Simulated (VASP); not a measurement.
# Li4Nb4O11 (a cell with a defect) in VASP: notebook

Li4Nb4O11 (a cell with a defect) is run at these levels: PBEsol; tasks: single point.

All numbers are computed with VASP 6.6.1; they aren't measurements. Logs are shortened: lines on timing, memory, paths and dates and some standing lists are left out, and cuts for length are marked.

### 1 The cell of the first run

The cell holds a defect, 19 atoms: a = 5.195 Å, b = 5.598 Å, c = 7.637 Å, α = 95.84°, β = 90.00°, γ = 90.00°.

### 2 Single point, PBEsol (atom 17 moved 0.000 of the way to it and -0.000 Å across, host rigid)

Contents of INCAR:

```
SYSTEM = Li4Nb4O11
PREC = Accurate
ENCUT = 520
EDIFF = 1E-6
ISMEAR = 0
SIGMA = 0.05
LREAL = Auto
LASPH = .True.
NELM = 100
ALGO = Normal
ISIF = 2
LWAVE = .False.
LCHARG = .True.
GGA = PS
LELF = .True.
LVHAR = .True.
NELECT = 128.0
NBANDS = 80
```

Contents of KPOINTS:

```
regular mesh
0
Gamma
  4 4 4
  0 0 0
```

Contents of POSCAR:

```
Li4Nb4O11
1.0
    5.1950821957      0.0000000000      0.0000000000
    0.0000000000      2.9993821042     -4.7271664166
    0.0000000000      5.9987642083      4.7271664167
Li Nb O
4 4 11
Direct
    0.0000000000      0.2865432153      0.3567283924
    0.5000000000      0.7865432153      0.8567283924
    0.0000000000      0.7134567847      0.6432716076
    0.5000000000      0.2134567847      0.1432716076
    0.0000000000      0.7111568631      0.1444215685
    0.5000000000      0.2111568631      0.6444215685
    0.0000000000      0.2888431369      0.8555784315
    0.5000000000      0.7888431369      0.3555784315
    0.8020967884      0.0253128181      0.7589912829
    0.3020967884      0.5253128181      0.2589912829
    0.3273039138      0.1547135204      0.8883919851
    0.3705992977      0.8526167320      0.5862951967
    0.8705992977      0.3526167320      0.0862951967
    0.1979032116      0.9746871819      0.2410087171
    0.6979032116      0.4746871819      0.7410087171
    0.1726960862      0.3452864796      0.6116080149
    0.6726960862      0.8452864796      0.1116080149
    0.6294007023      0.1473832680      0.4137048033
    0.1294007023      0.6473832680      0.9137048033
```

Potentials or basis: VASP PAW PBE potentials, release 64 (Li_sv, Nb_sv, O).

The run is started by

```bash
cat potpaw_PBE.64/Li_sv/POTCAR potpaw_PBE.64/Nb_sv/POTCAR potpaw_PBE.64/O/POTCAR > POTCAR
mpirun -np 1 vasp_std > vasp.out
```

OUTCAR:

```text
SYSTEM = Li4Nb4O11
   PREC = Accurate
   ENCUT = 520
   EDIFF = 1E-6
   ISMEAR = 0
   LREAL = Auto
   LASPH = .True.
   NELM = 100
   ISIF = 2
   GGA = PS
   NELECT = 128.0

 ion  position               nearest neighbor table
   1  0.000  0.287  0.357-  18 2.14  16 2.14  14 2.14  10 2.24  13 2.24
   2  0.500  0.787  0.857-  19 2.14  17 2.14  15 2.14   9 2.24  11 2.24  12 2.24
   3  0.000  0.713  0.643-  12 2.14   9 2.14  15 2.24  16 2.24  19 2.24
   4  0.500  0.213  0.143-  13 2.14  11 2.14  10 2.14  14 2.24  17 2.24  18 2.24
   5  0.000  0.711  0.144-  17 1.89  14 1.89  19 1.89  10 2.12  13 2.12
   6  0.500  0.211  0.644-  16 1.89  15 1.89  18 1.89  11 2.12   9 2.12  12 2.12
   7  0.000  0.289  0.856-  11 1.89   9 1.89  13 1.89  16 2.12  15 2.12  19 2.12
   8  0.500  0.789  0.356-  10 1.89  12 1.89  17 2.12  14 2.12  18 2.12
   9  0.802  0.025  0.759-   7 1.89   6 2.12   3 2.14   2 2.24
  10  0.302  0.525  0.259-   8 1.89   5 2.12   4 2.14   1 2.24
  11  0.327  0.155  0.888-   7 1.89   6 2.12   4 2.14   2 2.24
  12  0.371  0.853  0.586-   8 1.89   6 2.12   3 2.14   2 2.24
  13  0.871  0.353  0.086-   7 1.89   5 2.12   4 2.14   1 2.24
  14  0.198  0.975  0.241-   5 1.89   8 2.12   1 2.14   4 2.24
  15  0.698  0.475  0.741-   6 1.89   7 2.12   2 2.14   3 2.24
  16  0.173  0.345  0.612-   6 1.89   7 2.12   1 2.14   3 2.24
  17  0.673  0.845  0.112-   5 1.89   8 2.12   2 2.14   4 2.24
  18  0.629  0.147  0.414-   6 1.89   8 2.12   1 2.14   4 2.24
  19  0.129  0.647  0.914-   5 1.89   7 2.12   2 2.14   3 2.24

  LATTYP: Found a simple monoclinic cell.
 ALAT       =     5.5984279344
 B/A-ratio  =     0.9279537500
 C/A-ratio  =     1.3642207161
 COS(beta)  =    -0.1018177164

  Lattice vectors:

 A1 = (   0.0000000000,   2.9993821042,  -4.7271664166)
 A2 = (  -5.1950821957,   0.0000000000,   0.0000000000)
 A3 = (   0.0000000000,   5.9987642083,   4.7271664167)

Analysis of symmetry for initial positions (statically):
=====================================================================
 Subroutine PRICEL returns:
 Original cell was already a primitive cell.

 Routine SETGRP: Setting up the symmetry group for a
 simple monoclinic supercell.

 Subroutine GETGRP returns: Found  1 space group operations
 (whereof  1 operations were pure point group operations)
 out of a pool of  4 trial point group operations.

The static configuration has the point symmetry C_1 .

Analysis of symmetry for dynamics (positions and initial velocities):
=====================================================================
 Subroutine PRICEL returns:
 Original cell was already a primitive cell.

 Routine SETGRP: Setting up the symmetry group for a
 simple monoclinic supercell.

 Subroutine GETGRP returns: Found  1 space group operations
 (whereof  1 operations were pure point group operations)
 out of a pool of  4 trial point group operations.

The dynamic configuration has the point symmetry C_1 .

 Subroutine INISYM returns: Found  1 space group operations
 (whereof  1 operations are pure point group operations),
 and found     1 'primitive' translations

----------------------------------------------------------------------------------------

                                     Primitive cell

  volume of cell :     220.9766

  direct lattice vectors                    reciprocal lattice vectors
     5.195082196  0.000000000  0.000000000     0.192489736  0.000000000  0.000000000
     0.000000000  2.999382104 -4.727166417     0.000000000  0.111134001 -0.141028813
     0.000000000  5.998764208  4.727166417     0.000000000  0.111134001  0.070514406

  length of vectors
     5.195082196  5.598427934  7.637491365     0.192489736  0.179554705  0.131617049

  position of ions in fractional coordinates (direct lattice)
     0.000000000  0.286543215  0.356728392
     0.500000000  0.786543215  0.856728392
     0.000000000  0.713456785  0.643271608
     0.500000000  0.213456785  0.143271608
     0.000000000  0.711156863  0.144421569
     0.500000000  0.211156863  0.644421569
[... 11 lines left out ...]
     0.629400702  0.147383268  0.413704803
     0.129400702  0.647383268  0.913704803

  ion indices of the primitive-cell ions
   primitive index   ion index
                 1           1
                 2           2
                 3           3
                 4           4
                 5           5
                 6           6
[... 11 lines left out ...]
                18          18
                19          19

----------------------------------------------------------------------------------------

 KPOINTS: regular mesh

Automatic generation of k-mesh.
 Grid dimensions read from file:
 generate k-points for:    4    4    4

 Generating k-lattice:

  Cartesian coordinates                     Fractional coordinates (reciprocal lattice)
     0.048122434  0.000000000  0.000000000     0.250000000  0.000000000  0.000000000
     0.000000000  0.027783500 -0.035257203     0.000000000  0.250000000  0.000000000
     0.000000000  0.027783500  0.017628602     0.000000000  0.000000000  0.250000000

  Length of vectors
     0.048122434  0.044888676  0.032904262

  Shift w.r.t. Gamma in fractional coordinates (k-lattice)
     0.000000000  0.000000000  0.000000000

 Subroutine IBZKPT returns following result:
 ===========================================

 Found     36 irreducible k-points:

 Following reciprocal coordinates:
            Coordinates               Weight
  0.000000  0.000000  0.000000      1.000000
  0.250000  0.000000  0.000000      2.000000
  0.500000  0.000000  0.000000      1.000000
  0.000000  0.250000  0.000000      2.000000
  0.250000  0.250000  0.000000      2.000000
  0.250000 -0.250000 -0.000000      2.000000
[... 16 lines left out ...]
  0.000000 -0.250000  0.250000      2.000000
  0.250000 -0.250000  0.250000      2.000000
 [... further k-points ...]
   k-points           NKPTS =     36   k-points in BZ     NKDIM =     36   number of bands    NBANDS=     80
   number of dos      NEDOS =    301   number of ions     NIONS =     19
   total plane-waves  NPLWV = 100800
   dimension x,y,z NGX =    40 NGY =   42 NGZ =   60
   dimension x,y,z NGXF=    80 NGYF=   84 NGZF=  120
   ions per type =               4   4  11
   NGX,Y,Z   is equivalent  to a cutoff of  12.80, 12.47, 13.06 a.u.
   NGXF,Y,Z  is equivalent  to a cutoff of  25.60, 24.94, 26.12 a.u.
 SYSTEM =  Li4Nb4O11
   PREC   = accura    normal or accurate (medium, high low for compatibility)
   ISTART =      0    job   : 0-new  1-cont  2-samecut
   ICHARG =      2    charge: 1-file 2-atom 10-const
   ISPIN  =      1    spin polarized calculation?
   LNONCOLLINEAR =      F non collinear calculations
   LSORBIT =      F    spin-orbit coupling
   LASPH  =      T    aspherical Exc in radial PAW
   ENCUT  =  520.0 eV  38.22 Ry    6.18 a.u.   9.66 10.41 14.20*2*pi/ulx,y,z
   NELM   =    100;   NELMIN=  2; NELMDL= -5     # of ELM steps
   EDIFF  = 0.1E-05   stopping-criterion for ELM
   LREAL  =      T    real-space projection
   EDIFFG = 0.1E-04   stopping-criterion for IOM
   NSW    =      0    number of steps for IOM
   IBRION =     -1    ionic relax: 0-MD 1-quasi-New 2-CG
   NFREE  =      0    steps in history (QN), initial steepest desc. (CG)
   ISIF   =      2    stress and relaxation
   ISYM   =      2    0-nonsym 1-usesym 2-fastsym
   POTIM  = 0.5000    time-step for ionic-motion
   TEBEG  =    0.0;   TEEND  =   0.0 temperature during run
   PSTRESS=    0.0 pullay stress
   NELECT =     128.0000    total number of electrons
   NUPDOWN=      -1.0000    fix difference up-down
   EMIN   =  10.00;   EMAX   =-10.00  energy-range for DOS
   EFERMI =   0.00;   METHOD = LEGACY
   ISMEAR =     0;   SIGMA  =   0.05  broadening in eV -4-tet -1-fermi 0-gaus
   EFERMI_NEDOS =   21; number of points for ismear=-14 and -15
   IALGO  =     38    algorithm
   IMIX   =      4    mixing-type and parameters
     AMIX     =   0.40;   BMIX     =  1.00
     AMIX_MAG =   1.60;   BMIX_MAG =  1.00
  volume/ion in A,a.u.               =      11.63        78.49
  Fermi-wavevector in a.u.,A,eV,Ry     =   1.364675  2.578863 25.338660  1.862339
  Thomas-Fermi vector in A             =   2.490970
   LORBIT       =      0    0 simple, 1 ext, 2 COOP (PROOUT), +10 PAW based schemes
   GGA     = PS    functional components
   LHFCALC =     F    Hartree Fock is set to
   AEXX    =    0.0000 exact exchange contribution
   IVDW    =     0    specifies the selected vdW correction
   LEPSILON=     F    determine dielectric tensor
   LRPA    =     F    only Hartree local field effects (RPA)
 non-spin polarized calculation
 Gauss-broadening in eV      SIGMA  =   0.05
  energy-cutoff  :      520.00
  volume of cell :      220.98
 maximum number of plane-waves:      5983
 NGX is ok and might be reduce to    40
   NGX = 19   NGY = 21   NGZ = 29

 number of electron     127.9999975 magnetization

 Free energy of the ion-electron system (eV)
  ---------------------------------------------------
  ext. energy  EPLUGINS =         0.00000000
  ---------------------------------------------------
  free energy    TOTEN  =      -165.08861228 eV

  energy without entropy =     -165.08861228  energy(sigma->0) =     -165.08861228

 E-fermi :   3.4771     XC(G=0): -10.3735

 val. band max:        3.0719694152   @ k =   0.0000   0.0000   0.0000
 cond. band min:       4.3093960088   @ k =   0.0000   0.5000   0.5000
 fundamental gap:      1.2374265935
 Fermi energy:         3.4770918820

 k-point     1 :       0.0000    0.0000    0.0000
  band No.  band energies     occupation
      1     -52.1420      2.00000
      2     -51.4918      2.00000
      3     -50.7358      2.00000
      4     -50.6298      2.00000
      5     -39.1957      2.00000
      6     -39.1295      2.00000
[... 68 lines left out ...]
     75       8.0862      0.00000
     76       8.2244      0.00000

 k-point     2 :       0.2500    0.0000    0.0000
  band No.  band energies     occupation
      1     -52.1415      2.00000
      2     -51.4924      2.00000
      3     -50.7316      2.00000
      4     -50.6341      2.00000
      5     -39.1957      2.00000
      6     -39.1295      2.00000
[... 68 lines left out ...]
     75       8.2177      0.00000
     76       8.2695      0.00000

 k-point     3 :       0.5000    0.0000    0.0000
  band No.  band energies     occupation
      1     -52.1409      2.00000
      2     -51.4931      2.00000
      3     -50.7271      2.00000
      4     -50.6387      2.00000
      5     -39.1957      2.00000
      6     -39.1295      2.00000
[... 1648 lines left out ...]
     75       8.1152      0.00000
     76       8.2247      0.00000

 k-point    24 :       0.2500   -0.2500    0.2500
  band No.  band energies     occupation
      1     -52.1415      2.00000
      2     -51.4924      2.00000
      3     -50.7316      2.00000
      4     -50.6341      2.00000
      5     -39.1957      2.00000
      6     -39.1295      2.00000
[... 68 lines left out ...]
     75       8.2032      0.00000
     76       8.2742      0.00000

 [... further k-points ...]

 [bands above 76 left out]

------------------------ aborting loop because EDIFF is reached ----------------------------------------

  FORCE on cell =-STRESS in cart. coord.  units (eV):
  Direction    XX          YY          ZZ          XY          YZ          ZX
  --------------------------------------------------------------------------------------
  -------------------------------------------------------------------------------------
  Total      -19.7107191    -23.3517697    -23.6849719      0.0647914     -0.3996077     -1.4418282
  in kB     -142.9113383   -169.3105483   -171.7264102      0.4697662     -2.8973305    -10.4538850
  external PRESSURE =    -161.3160989 kB  Pullay stress =       0.0000000 kB

 VOLUME and BASIS-vectors are now :
 -----------------------------------------------------------------------------
  energy-cutoff  :      520.00
  volume of cell :      220.98
      direct lattice vectors                 reciprocal lattice vectors
     5.195082196  0.000000000  0.000000000     0.192489736  0.000000000  0.000000000
     0.000000000  2.999382104 -4.727166417     0.000000000  0.111134001 -0.141028813
     0.000000000  5.998764208  4.727166417     0.000000000  0.111134001  0.070514406

 POSITION                                       TOTAL-FORCE (eV/Angst)
 -----------------------------------------------------------------------------------
      0.00000      2.99938      0.33178         0.332684     -0.448701      0.704684
      2.59754      7.49846      0.33178         0.064158     -0.014037     -0.015478
      0.00000      5.99876     -0.33178         0.349624      0.943770      0.560109
      2.59754      1.49969     -0.33178         0.019101     -0.288069     -0.160568
      0.00000      2.99938     -2.67905         1.708171     -5.100192     -1.874900
      2.59754      4.49907      2.04811        -0.070877      1.955753      0.419876
[... 11 lines left out ...]
      3.26979      2.92378      1.25895         0.441747     -1.511118      0.257704
      0.67225      7.42285      1.25895        -0.510158      1.929074      0.176992
 -----------------------------------------------------------------------------------
    total drift:                                0.001694     -0.000033     -0.002570

  FREE ENERGIE OF THE ION-ELECTRON SYSTEM (eV)
  ---------------------------------------------------
  free  energy   TOTEN  =      -165.0886122836 eV

  energy  without entropy=     -165.0886122836  energy(sigma->0) =     -165.08861228
```

Run time: 13 min. Hardware: 1 thread of AMD EPYC 9R45 (Zen 5), shared host; peak memory 0.51 GiB.

What came out:

```yaml
Free_energy: -165.0886 eV
Largest_force: 5.696 eV/Å
```

Forces in eV/Å, atoms in the order of the input:
```
Li   0.333 -0.449  0.705
Li   0.064 -0.014 -0.015
Li   0.350  0.944  0.560
Li   0.019 -0.288 -0.161
Nb   1.708 -5.100 -1.875
Nb  -0.071  1.956  0.420
Nb   0.137 -1.153  0.306
Nb  -3.983  1.104 -2.262
O   -0.047 -0.250 -0.028
O   -0.156  1.133 -0.162
O   -0.098 -0.143 -0.196
O    0.602 -1.831 -0.236
O   -0.128  2.196  0.125
O    1.064  0.712  1.415
O    0.071 -0.323 -0.500
O   -0.255  0.047 -0.316
O    0.460  1.040  1.784
O    0.442 -1.511  0.258
O   -0.510  1.929  0.177
```

Caveat: the cell carries a net charge on a neutralising background, which shifts energy and pressure; the cell differs from its parent crystal (atom 17 moved 0.000 of the way to it and -0.000 Å across, host rigid); the cell is charged against a uniform background, so pressure and absolute levels hang on convention; the cutoff is under 1.25 times the usual one of these potentials, so pressure, stress and relaxed cells hold a basis-set (Pulay) error; the PAW data sets were made with another functional, which shifts forces and pressure a little.

(Continued in part 2 of 2.)
